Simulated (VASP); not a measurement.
The system is EuO.

```
Eu O
1.0
     0.00000    2.57195    2.57195
     2.57195    0.00000    2.57195
     2.57195    2.57195    0.00000
Eu O
1 1
Direct
  0.00000 0.00000 0.00000
  0.50000 0.50000 0.50000
```

Base run:

- Program: VASP 6.6.1
- Functional: revPBE
- Potentials or basis: VASP PAW PBE potentials, release 64 (Eu, O)
- Cutoff: 600 eV
- k mesh: 8 × 8 × 8
- Occupations: methfessel-paxton, width 0.1 eV
- Spin: collinear spin, ferromagnetic start
- Starting moments: [4.9, 0.0] μB

Its results: band gap on the k mesh zero (filled and empty bands overlap); pressure -1.9 GPa; net moment 6.99 μB per cell; site moments Eu +6.60; O -0.11 μB.

Problem. The run is repeated on the same cell with these changes: functional from revPBE to PBE. What comes out?

Solution. Band gap on the k mesh zero (filled and empty bands overlap); pressure -4.4 GPa; net moment 6.98 μB per cell; site moments Eu +6.60; O -0.10 μB.

PBE binds more tightly than revPBE, so the same cell stands under less pressure.

Caveats: spin-orbit coupling is left out, which moves the levels of the heavy elements; a cell with one magnetic atom can't hold antiferromagnetic order, which such compounds often take; semilocal functionals describe open f shells poorly, which spoils levels, moments and volumes; the PAW data sets were made with another functional, which shifts forces and pressure a little (at least some runs); the cell stands under tension (at least some runs).
